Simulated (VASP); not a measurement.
# Na4H in VASP: notebook

Runs on Na4H. Level: PBE. Tasks: single point.

Everything below comes from runs of VASP 6.6.1. Logs are shortened: lines on timing, memory, paths and dates and some standing lists are left out, and cuts for length are marked.

### 1 The cell of the first run

The cell holds a slab with vacuum, 10 atoms: a = 7.267 Å, b = 7.267 Å, c = 20.967 Å, α = 90.00°, β = 90.00°, γ = 109.47°.

### 2 Single point, PBE

The input, INCAR:

```
SYSTEM = Na4H
ALGO     = Normal         ! electronic algorithm
DIPOL    = 0.5 0.5 0.310
EDIFF    = 1E-6           ! SCF threshold, eV
ENCUT    = 520            ! plane-wave cutoff, eV
GGA      = PE             ! functional
IDIPOL   = 3            
ISIF     = 2              ! what is computed and relaxed
ISMEAR   = 0              ! smearing method
LASPH    = .TRUE.         ! aspherical terms in the spheres
LCHARG   = .TRUE.         ! write CHGCAR
LDIPOL   = .TRUE.       
LELF     = .TRUE.         ! ELF
LREAL    = .FALSE.        ! projectors in reciprocal space
LVACPOTAV= .TRUE.       
LVHAR    = .TRUE.       
LWAVE    = .FALSE.        ! write WAVECAR
NBANDS   = 40             ! bands
NELM     = 60             ! most SCF steps
PREC     = Accurate       ! precision mode
SIGMA    = 0.1            ! smearing width, eV
```

The input, KPOINTS:

```
k-points
0
G
  4 4 1
  0 0 0
```

The input, POSCAR:

```
Na4H
1.0
    7.2665057608      0.0000000000      0.0000000000
   -2.4221685869      6.8509273320      0.0000000000
    0.0000000000      0.0000000000     20.9665385532
Na H
8 2
Direct
    0.2500000000      0.2500000000      0.1907801800
    0.2500000000      0.7500000000      0.1907801800
    0.7500000000      0.2500000000      0.1907801800
    0.7500000000      0.7500000000      0.1907801800
    0.0000000000      0.0000000000      0.3322693699
    0.0000000000      0.5000000000      0.3322693699
    0.5000000000      0.0000000000      0.3322693699
    0.5000000000      0.5000000000      0.3322693699
   -0.0812632673      0.7500000000      0.5039715319
    0.0812632673      0.7500000000      0.5039715319
```

Potentials or basis: VASP PAW PBE potentials, release 64 (Na_pv, H).

Run with:

```sh
cat potpaw_PBE.64/Na_pv/POTCAR potpaw_PBE.64/H/POTCAR > POTCAR
mpirun -np 1 vasp_std > vasp.out
```

OUTCAR:

```text
SYSTEM = Na4H
   EDIFF = 1E-6
   ENCUT = 520
   GGA = PE
   ISIF = 2
   ISMEAR = 0
   LASPH = .TRUE.
   LREAL = .FALSE.
   NELM = 60
   PREC = Accurate

 ion  position               nearest neighbor table
   1  0.250  0.250  0.191-
   2  0.250  0.750  0.191-
   3  0.750  0.250  0.191-
   4  0.750  0.750  0.191-
   5  0.000  0.000  0.332-
   6  0.000  0.500  0.332-
   7  0.500  0.000  0.332-
   8  0.500  0.500  0.332-
   9  0.919  0.750  0.504-
  10  0.081  0.750  0.504-

  LATTYP: Found a base centered orthorhombic cell.
 ALAT       =     8.3906381142
 B/A-ratio  =     1.4142135624
 C/A-ratio  =     2.4988014342

  Lattice vectors:

 A1 = (   7.2665057608,   0.0000000000,   0.0000000000)
 A2 = (  -2.4221685869,   6.8509273320,   0.0000000000)
 A3 = (   0.0000000000,   0.0000000000,  20.9665385532)

Analysis of symmetry for initial positions (statically):
=====================================================================
 Subroutine PRICEL returns:
 Original cell was already a primitive cell.

 Routine SETGRP: Setting up the symmetry group for a
 base centered orthorhombic supercell.

 Subroutine GETGRP returns: Found  2 space group operations
 (whereof  1 operations were pure point group operations)
 out of a pool of  8 trial point group operations.

The static configuration has the point symmetry C_1 .
 The point group associated with its full space group is C_2 .

Analysis of symmetry for dynamics (positions and initial velocities):
=====================================================================
 Subroutine PRICEL returns:
 Original cell was already a primitive cell.

 Routine SETGRP: Setting up the symmetry group for a
 base centered orthorhombic supercell.

 Subroutine GETGRP returns: Found  2 space group operations
 (whereof  1 operations were pure point group operations)
 out of a pool of  8 trial point group operations.

The dynamic configuration has the point symmetry C_1 .
 The point group associated with its full space group is C_2 .

 Subroutine INISYM returns: Found  2 space group operations
 (whereof  1 operations are pure point group operations),
 and found     1 'primitive' translations
[... 101 lines left out ...]
   NFREE  =      0    steps in history (QN), initial steepest desc. (CG)
   ISIF   =      2    stress and relaxation
   ISYM   =      2    0-nonsym 1-usesym 2-fastsym
   POTIM  = 0.5000    time-step for ionic-motion
   TEBEG  =    0.0;   TEEND  =   0.0 temperature during run
   PSTRESS=    0.0 pullay stress
   NELECT =      58.0000    total number of electrons
   NUPDOWN=      -1.0000    fix difference up-down
   EMIN   =  10.00;   EMAX   =-10.00  energy-range for DOS
   EFERMI =   0.00;   METHOD = LEGACY
   ISMEAR =     0;   SIGMA  =   0.10  broadening in eV -4-tet -1-fermi 0-gaus
   EFERMI_NEDOS =   21; number of points for ismear=-14 and -15
   IALGO  =     38    algorithm
   IMIX   =      4    mixing-type and parameters
     AMIX     =   0.40;   BMIX     =  1.00
     AMIX_MAG =   1.60;   BMIX_MAG =  1.00
  volume/ion in A,a.u.               =     104.38       704.37
  Fermi-wavevector in a.u.,A,eV,Ry     =   0.624717  1.180545  5.309970  0.390272
  Thomas-Fermi vector in A             =   1.685372
   LORBIT       =      0    0 simple, 1 ext, 2 COOP (PROOUT), +10 PAW based schemes
   GGA     = PE    functional components
   LHFCALC =     F    Hartree Fock is set to
   AEXX    =    0.0000 exact exchange contribution
   IVDW    =     0    specifies the selected vdW correction
   LEPSILON=     F    determine dielectric tensor
   LRPA    =     F    only Hartree local field effects (RPA)
 non-spin polarized calculation
 Gauss-broadening in eV      SIGMA  =   0.10
  energy-cutoff  :      520.00
  volume of cell :     1043.76
 maximum number of plane-waves:     28122
   NGX = 27   NGY = 27   NGZ = 77

 dipolmoment           0.000000      0.000000     -0.010639 electrons x Angstroem

 number of electron      57.9999951 magnetization

 dipolmoment           0.000000      0.000000      0.021876 electrons x Angstroem

 Free energy of the ion-electron system (eV)
  ---------------------------------------------------
  ext. energy  EPLUGINS =         0.00000000
  ---------------------------------------------------
  free energy    TOTEN  =       -14.52325691 eV

  energy without entropy =      -14.49550396  energy(sigma->0) =      -14.50938043

 E-fermi :  -1.8737     XC(G=0):  -2.7500

 val. band max:       -1.9520990501   @ k =   0.5000   0.5000   0.0000
 cond. band min:      -1.8440589070   @ k =   0.0000   0.2500   0.0000
 fundamental gap:      0.1080401431
 Fermi energy:        -1.8737180244

 k-point     1 :       0.0000    0.0000    0.0000
  band No.  band energies     occupation
      1     -27.1073      2.00000
      2     -27.1059      2.00000
      3     -27.1033      2.00000
      4     -27.0991      2.00000
      5     -27.0968      2.00000
      6     -27.0941      2.00000
[... 419 lines left out ...]
     39       1.2381      0.00000
     40       1.2390      0.00000

------------------------ aborting loop because EDIFF is reached ----------------------------------------

  FORCE on cell =-STRESS in cart. coord.  units (eV):
  Direction    XX          YY          ZZ          XY          YZ          ZX
  --------------------------------------------------------------------------------------
  -------------------------------------------------------------------------------------
  Total       -6.2512596     -1.1739558      0.0157938     -0.3367007      0.0000000      0.0000000
  in kB       -9.5956941     -1.8020242      0.0242435     -0.5168362      0.0000000      0.0000000
  external PRESSURE =      -3.7911583 kB  Pullay stress =       0.0000000 kB

 VOLUME and BASIS-vectors are now :
 -----------------------------------------------------------------------------
  energy-cutoff  :      520.00
  volume of cell :     1043.76
      direct lattice vectors                 reciprocal lattice vectors
     7.266505761  0.000000000  0.000000000     0.137617726  0.048655214  0.000000000
    -2.422168587  6.850927332  0.000000000     0.000000000  0.145965641  0.000000000
     0.000000000  0.000000000 20.966538553     0.000000000  0.000000000  0.047695045

 POSITION                                       TOTAL-FORCE (eV/Angst)
 -----------------------------------------------------------------------------------
      1.21108      1.71273      4.00000         0.002393      0.002113     -0.008947
      0.00000      5.13820      4.00000         0.004342      0.000325     -0.007860
      4.84434      1.71273      4.00000        -0.002393     -0.002113     -0.008947
      3.63325      5.13820      4.00000        -0.004342     -0.000325     -0.007860
      0.00000      0.00000      6.96654        -0.003534      0.002732      0.011623
     -1.21108      3.42546      6.96654         0.003534     -0.002732      0.011623
      3.63325      0.00000      6.96654         0.006735     -0.002467      0.010990
      2.42217      3.42546      6.96654        -0.006735      0.002467      0.010990
      4.85938      5.13820     10.56654         4.534132      0.000463     -0.005806
     -1.22613      5.13820     10.56654        -4.534132     -0.000463     -0.005806
 -----------------------------------------------------------------------------------
    total drift:                               -0.000000     -0.000000     -0.008361

  FREE ENERGIE OF THE ION-ELECTRON SYSTEM (eV)
  ---------------------------------------------------
  free  energy   TOTEN  =       -14.5232569078 eV

  energy  without entropy=      -14.4955039596  energy(sigma->0) =      -14.50938043

 vacuum level on the upper side and lower side of the slab         1.121         1.042
```

stdout:

```text
POSCAR found type information on POSCAR NaH
 POSCAR found :  2 types and      10 ions
 scaLAPACK will be used
 LDA part: xc-table for (Slater+PW92), standard interpolation
 POSCAR, INCAR and KPOINTS ok, starting setup
 FFT: planning ... GRIDC
 FFT: planning ... GRID_SOFT
 FFT: planning ... GRID
 WAVECAR not read
 entering main loop
 -----------------------------------------------------------------------------
|                                                                             |
|           W    W    AA    RRRRR   N    N  II  N    N   GGGG   !!!           |
|           W    W   A  A   R    R  NN   N  II  NN   N  G    G  !!!           |
|           W    W  A    A  R    R  N N  N  II  N N  N  G       !!!           |
|           W WW W  AAAAAA  RRRRR   N  N N  II  N  N N  G  GGG   !            |
|           WW  WW  A    A  R   R   N   NN  II  N   NN  G    G                |
|           W    W  A    A  R    R  N    N  II  N    N   GGGG   !!!           |
|                                                                             |
|     Did not find any points to average over, which means that no vacuum     |
|     field-free region was found. Please increase the size of  your cell     |
|     in the dimension of the dipole correction to obtain accurate            |
|     workfunction values.                                                    |
|                                                                             |
 -----------------------------------------------------------------------------
```

Run time: 7.4 min. Hardware: 1 thread of Intel Xeon Platinum 8488C (Sapphire Rapids), shared host; peak memory 1 GiB.

Results:

* Free energy: -14.5233 eV
* Largest force: 4.534 eV/Å
* Band gap on the k mesh: zero (bands 29 and 30 overlap by 0.77 eV)

Forces in eV/Å, atoms in the order of the input:
```
Na   0.002  0.002 -0.009
Na   0.004  0.000 -0.008
Na  -0.002 -0.002 -0.009
Na  -0.004  0.000 -0.008
Na  -0.004  0.003  0.012
Na   0.004 -0.003  0.012
Na   0.007 -0.002  0.011
Na  -0.007  0.002  0.011
H    4.534  0.000 -0.006
H   -4.534  0.000 -0.006
```

Levels at points of the mesh, in eV from the Fermi level:
| k point | band 25 | band 26 | band 27 | band 28 | band 29 | band 30 | band 31 | band 32 | band 33 | band 34 |
| --- | --- | --- | --- | --- | --- | --- | --- | --- | --- | --- |
| (0.00, 0.00, 0.00) | -5.91 | -2.82 | -1.16 | 0.33 | 0.35 | 0.36 | 0.36 | 0.74 | 1.12 | 1.15 |
| (0.50, 0.00, 0.00) | -5.91 | -2.01 | -2.01 | -0.43 | -0.34 | 0.10 | 0.11 | 0.85 | 1.53 | 1.59 |
| (0.00, 0.50, 0.00) | -5.91 | -2.01 | -2.00 | -0.38 | -0.34 | 0.08 | 0.11 | 1.04 | 1.40 | 1.52 |
| (0.50, 0.50, 0.00) | -5.91 | -1.74 | -1.74 | -0.68 | -0.67 | -0.17 | -0.08 | 0.76 | 0.94 | 1.11 |

### 3 Single point, PBE

The input, INCAR:

```
PREC = Accurate ; ENCUT = 520
EDIFF = 1E-7 ; ISMEAR = 0
SIGMA = 0.1 ; LREAL = False
LASPH = True ; NELM = 100
ALGO = Normal ; ISIF = 2
LWAVE = False ; LCHARG = True
LDIPOL = True ; IDIPOL = 3
DIPOL = 0.5 0.5 0.283 ; GGA = PE
LELF = True ; LVHAR = True
LVACPOTAV = True ; NBANDS = 40
```

The input, KPOINTS:

```
regular mesh
0
Gamma
  4 4 1
```

POSCAR, as its differences from that of step 2:

```diff
@@ -16,3 +16,3 @@
     0.5000000000      0.5000000000      0.3322693699
-   -0.0812632673      0.7500000000      0.5039715319
-    0.0812632673      0.7500000000      0.5039715319
+   -0.1028692503      0.7500000000      0.3689945545
+    0.1028692503      0.7500000000      0.3689945545
```

Potentials or basis: VASP PAW PBE potentials, release 64 (Na_pv, H).

Run with:

```sh
cat potpaw_PBE.64/Na_pv/POTCAR potpaw_PBE.64/H/POTCAR > POTCAR
mpirun -np 1 vasp_std > vasp.out
```

Run time: 8.4 min. Hardware: 1 thread of Intel Xeon Platinum 8488C (Sapphire Rapids), shared host; peak memory 1.1 GiB.

The run converged. Its results:

* Free energy: -14.4456 eV
* Largest force: 1.009 eV/Å
* Band gap on the k mesh: zero (bands 29 and 30 overlap by 0.72 eV)

Forces in eV/Å, atoms in the order of the input:
```
Na   0.030  0.015  0.031
Na   0.036  0.014 -0.022
Na  -0.030 -0.015  0.031
Na  -0.036 -0.014 -0.022
Na   0.156  0.576 -0.233
Na  -0.156 -0.576 -0.233
Na  -0.133 -0.158  0.080
Na   0.133  0.158  0.080
H   -0.110 -0.992  0.143
H    0.110  0.992  0.143
```

Levels at points of the mesh, in eV from the Fermi level:
```tsv
k point	band 27	band 28	band 29	band 30	band 31	band 32
(0.00, 0.00, 0.00)	-0.61	-0.50	0.49	0.49	0.75	1.04
(0.50, 0.00, 0.00)	-1.53	-0.65	0.06	0.15	0.79	0.95
(0.00, 0.50, 0.00)	-1.49	-0.59	-0.22	0.14	0.77	0.86
(0.50, 0.50, 0.00)	-1.33	-0.78	-0.41	-0.24	0.57	0.66
```

### 4 Single point, PBE

The input, INCAR:

```
SYSTEM = Na4H
PREC     = Accurate       ! precision mode
ENCUT    = 520            ! plane-wave cutoff, eV
EDIFF    = 1E-6           ! SCF threshold, eV
ISMEAR   = 0              ! smearing method
SIGMA    = 0.1            ! smearing width, eV
LREAL    = .FALSE.        ! projectors in reciprocal space
LASPH    = .TRUE.         ! aspherical terms in the spheres
NELM     = 80             ! most SCF steps
ALGO     = Normal         ! electronic algorithm
ISIF     = 2              ! what is computed and relaxed
LWAVE    = .FALSE.        ! write WAVECAR
LCHARG   = .TRUE.         ! write CHGCAR
LDIPOL   = .TRUE.       
IDIPOL   = 3            
DIPOL    = 0.5 0.5 0.289
GGA      = PE             ! functional
LELF     = .TRUE.         ! ELF
LVHAR    = .TRUE.       
LVACPOTAV= .TRUE.       
NBANDS   = 40             ! bands
```

The input, KPOINTS:

```
Automatic mesh
0
G
  4 4 1
  0 0 0
```

POSCAR, as its differences from that of step 3:

```diff
@@ -16,3 +16,3 @@
     0.5000000000      0.5000000000      0.3322693699
-   -0.1028692503      0.7500000000      0.3689945545
-    0.1028692503      0.7500000000      0.3689945545
+   -0.1028692503      0.7500000000      0.3995193833
+    0.1028692503      0.7500000000      0.3995193833
```

Run with:

```sh
cat potpaw_PBE.64/Na_pv/POTCAR potpaw_PBE.64/H/POTCAR > POTCAR
mpirun -np 1 vasp_std > vasp.out
```

It took 8.3 min on 1 thread of Intel Xeon Platinum 8488C (Sapphire Rapids), shared host; peak memory 1.1 GiB.

Results (log left out):

```
Free energy            : -14.3367 eV
Largest force          : 0.827 eV/Å
Band gap on the k mesh : zero (bands 29 and 30 overlap by 0.72 eV)
```

Forces in eV/Å, atoms in the order of the input:
```
Na   0.021  0.016  0.032
Na   0.044  0.005 -0.020
Na  -0.021 -0.016  0.032
Na  -0.044 -0.005 -0.020
Na   0.093 -0.138  0.142
Na  -0.093  0.138  0.142
Na  -0.069 -0.130  0.137
Na   0.069  0.130  0.137
H    0.734 -0.246 -0.292
H   -0.734  0.246 -0.292
```

Levels at points of the mesh, in eV from the Fermi level:
```csv
k point,band 27,band 28,band 29,band 30,band 31,band 32
"(0.00, 0.00, 0.00)",-0.65,-0.23,0.46,0.47,0.62,0.93
"(0.50, 0.00, 0.00)",-1.68,-0.57,0.07,0.16,0.55,0.85
"(0.00, 0.50, 0.00)",-1.65,-0.33,-0.21,0.14,0.57,0.69
"(0.50, 0.50, 0.00)",-1.45,-0.70,-0.48,-0.26,0.47,0.66
```

### 5 Summary

```tsv
cell	gap on the mesh (eV)	largest force (eV/Å)
as given, atomic positions A	none	4.53
as given, atomic positions B	none	1.01
as given, atomic positions C	none	0.83
```

Alike in all rows: task single point; level PBE; potentials or basis VASP PAW PBE potentials, release 64 (Na_pv, H); no spin polarisation; k mesh 4 × 4 × 1; cutoff (eV) 520; smearing gaussian 0.1 eV.

Absolute energies hang on the potentials; compare differences alone.

The gap in the log of VASP goes by the Fermi energy; the results here count the filled bands.